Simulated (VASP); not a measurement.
# Co (Fd-3m) in VASP: notebook, part 2 of 2

VASP 6.6.1.

### Step 3. Single point, r2SCAN

This run uses another cell than the first one, of 14.29 Å³/atom, 0.896 times its volume.

Contents of POSCAR:

```
Co
1.0
    0.0000000000      2.4267328976      2.4267328976
    2.4267328976      0.0000000000      2.4267328976
    2.4267328976      2.4267328976      0.0000000000
Co
2
Direct
    0.1250000000      0.1250000000      0.1250000000
    0.8750000000      0.8750000000      0.8750000000
```

Contents of INCAR.step1:

```
SYSTEM = Co
ALGO = Normal
EDIFF = 1E-4
ENCUT = 520
GGA = PE
ISMEAR = -1
LASPH = .TRUE.
LCHARG = .FALSE.
LREAL = .FALSE.
LWAVE = .TRUE.
NBANDS = 16
NELM = 80
PREC = Accurate
SIGMA = 0.1
```

Contents of INCAR.step2:

```
SYSTEM = Co
ALGO = Normal
EDIFF = 1E-6
ENCUT = 520
ISIF = 2
ISMEAR = -1
ISTART = 1
LASPH = .TRUE.
LCHARG = .TRUE.
LELF = .TRUE.
LMIXTAU = .TRUE.
LREAL = .FALSE.
LVHAR = .TRUE.
LWAVE = .FALSE.
METAGGA = R2SCAN
NBANDS = 16
NELM = 80
PREC = Accurate
SIGMA = 0.1
```

Contents of KPOINTS:

```
k-points
0
G
  6 6 6
  0 0 0
```

Potentials or basis: VASP PAW PBE potentials, release 64 (Co).

On the command line:

```bash
cat potpaw_PBE.64/Co/POTCAR > POTCAR
cp INCAR.step1 INCAR
mpirun -np 1 vasp_std > vasp.out
cp INCAR.step2 INCAR
mpirun -np 1 vasp_std > vasp.out
```

OUTCAR:

```text
SYSTEM = Co
   EDIFF = 1E-6
   ENCUT = 520
   ISIF = 2
   ISMEAR = -1
   ISTART = 1
   LASPH = .TRUE.
   LREAL = .FALSE.
   METAGGA = R2SCAN
   NELM = 80
   PREC = Accurate

 ion  position               nearest neighbor table
   1  0.125  0.125  0.125-   2 2.10   2 2.10   2 2.10   2 2.10
   2  0.875  0.875  0.875-   1 2.10   1 2.10   1 2.10   1 2.10

  LATTYP: Found a face centered cubic cell.
 ALAT       =     4.8534657952

  Lattice vectors:

 A1 = (   0.0000000000,   2.4267328976,   2.4267328976)
 A2 = (   2.4267328976,   0.0000000000,   2.4267328976)
 A3 = (   2.4267328976,   2.4267328976,   0.0000000000)

Analysis of symmetry for initial positions (statically):
=====================================================================
 Subroutine PRICEL returns:
 Original cell was already a primitive cell.

 Routine SETGRP: Setting up the symmetry group for a
 face centered cubic supercell.

 Subroutine GETGRP returns: Found 48 space group operations
 (whereof 12 operations were pure point group operations)
 out of a pool of 48 trial point group operations.

The static configuration has the point symmetry D_3d.
 The point group associated with its full space group is O_h .

Analysis of symmetry for dynamics (positions and initial velocities):
=====================================================================
 Subroutine PRICEL returns:
 Original cell was already a primitive cell.

 Routine SETGRP: Setting up the symmetry group for a
 face centered cubic supercell.

 Subroutine GETGRP returns: Found 48 space group operations
 (whereof 12 operations were pure point group operations)
 out of a pool of 48 trial point group operations.

The dynamic configuration has the point symmetry D_3d.
 The point group associated with its full space group is O_h .

 Subroutine INISYM returns: Found 48 space group operations
 (whereof 12 operations are pure point group operations),
 and found     1 'primitive' translations

----------------------------------------------------------------------------------------
[... 104 lines left out ...]
     AMIX_MAG =   1.60;   BMIX_MAG =  1.00
  volume/ion in A,a.u.               =      14.29        96.44
  Fermi-wavevector in a.u.,A,eV,Ry     =   1.403246  2.651750 26.791208  1.969098
  Thomas-Fermi vector in A             =   2.525927
   LORBIT       =      0    0 simple, 1 ext, 2 COOP (PROOUT), +10 PAW based schemes
   METAGGA = R2SCAN    functional components
   LHFCALC =     F    Hartree Fock is set to
   AEXX    =    0.0000 exact exchange contribution
   IVDW    =     0    specifies the selected vdW correction
   LEPSILON=     F    determine dielectric tensor
   LRPA    =     F    only Hartree local field effects (RPA)
 non-spin polarized calculation
  energy-cutoff  :      520.00
  volume of cell :       28.58
 maximum number of plane-waves:       785
 NGX is ok and might be reduce to    28
   NGX = 13   NGY = 13   NGZ = 13

 number of electron      17.9999998 magnetization

 Free energy of the ion-electron system (eV)
  ---------------------------------------------------
  ext. energy  EPLUGINS =         0.00000000
  ---------------------------------------------------
  free energy    TOTEN  =       -23.18532435 eV

  energy without entropy =      -23.06204569  energy(sigma->0) =      -23.12368502

 E-fermi :   6.6899     XC(G=0): -12.3527

 val. band max:        6.6774821232   @ k =  -0.1667   0.1667   0.0000
 cond. band min:       6.7369103377   @ k =   0.1667   0.1667   0.0000
 fundamental gap:      0.0594282145
 Fermi energy:         6.6899073146

 k-point     1 :       0.0000    0.0000    0.0000
  band No.  band energies     occupation
      1      -0.6629      2.00000
      2       3.3504      2.00000
      3       3.3504      2.00000
      4       3.5454      2.00000
      5       3.5454      2.00000
      6       3.5454      2.00000
[... 281 lines left out ...]
      3       3.8636      2.00000
      4       3.8636      2.00000
      5       4.4947      2.00000
      6       4.4947      2.00000
[... 8 lines left out ...]
     15      20.7163      0.00000
     16      20.7163      0.00000

------------------------ aborting loop because EDIFF is reached ----------------------------------------

  FORCE on cell =-STRESS in cart. coord.  units (eV):
  Direction    XX          YY          ZZ          XY          YZ          ZX
  --------------------------------------------------------------------------------------
  -------------------------------------------------------------------------------------
  Total       -0.0934835     -0.0934835     -0.0934835      0.0000000      0.0000000     -0.0000000
  in kB       -5.2402211     -5.2402211     -5.2402211      0.0000000      0.0000000     -0.0000000
  external PRESSURE =      -5.2402211 kB  Pullay stress =       0.0000000 kB

 VOLUME and BASIS-vectors are now :
 -----------------------------------------------------------------------------
  energy-cutoff  :      520.00
  volume of cell :       28.58
      direct lattice vectors                 reciprocal lattice vectors
     0.000000000  2.426732898  2.426732898    -0.206038333  0.206038333  0.206038333
     2.426732898  0.000000000  2.426732898     0.206038333 -0.206038333  0.206038333
     2.426732898  2.426732898  0.000000000     0.206038333  0.206038333 -0.206038333

 POSITION                                       TOTAL-FORCE (eV/Angst)
 -----------------------------------------------------------------------------------
      0.60668      0.60668      0.60668         0.000000      0.000000      0.000000
      4.24678      4.24678      4.24678        -0.000000     -0.000000     -0.000000
 -----------------------------------------------------------------------------------
    total drift:                                0.000000      0.000000     -0.000000

  FREE ENERGIE OF THE ION-ELECTRON SYSTEM (eV)
  ---------------------------------------------------
  free  energy   TOTEN  =       -23.1853243513 eV

  energy  without entropy=      -23.0620456938  energy(sigma->0) =      -23.12368502
```

OUTCAR.step1:

```text
SYSTEM = Co
   EDIFF = 1E-4
   ENCUT = 520
   GGA = PE
   ISMEAR = -1
   LASPH = .TRUE.
   LREAL = .FALSE.
[... 515 lines left out ...]
      0.60668      0.60668      0.60668         0.000000     -0.000000      0.000000
      4.24678      4.24678      4.24678        -0.000000      0.000000     -0.000000
 -----------------------------------------------------------------------------------
    total drift:                                0.000000      0.000000     -0.000000

  FREE ENERGIE OF THE ION-ELECTRON SYSTEM (eV)
  ---------------------------------------------------
  free  energy   TOTEN  =       -11.4600038335 eV

  energy  without entropy=      -11.3329598225  energy(sigma->0) =      -11.39648183
```

It took 25 s on 1 thread of Intel Xeon Platinum 8488C (Sapphire Rapids), shared host; peak memory 0.15 GiB.

Results:

```yaml
Free_energy: -23.1853 eV
Pressure: -0.5 GPa
Band_gap_on_the_k_mesh: zero (band 9 reaches 7.16 eV, above the bottom of band 10 at 6.43 eV)
```

Caveat: the k points lie up to 0.37 Å⁻¹ apart; the PAW data sets were made with another functional, which shifts forces and pressure a little; the run has no spin polarisation, though such a crystal can be magnetic.
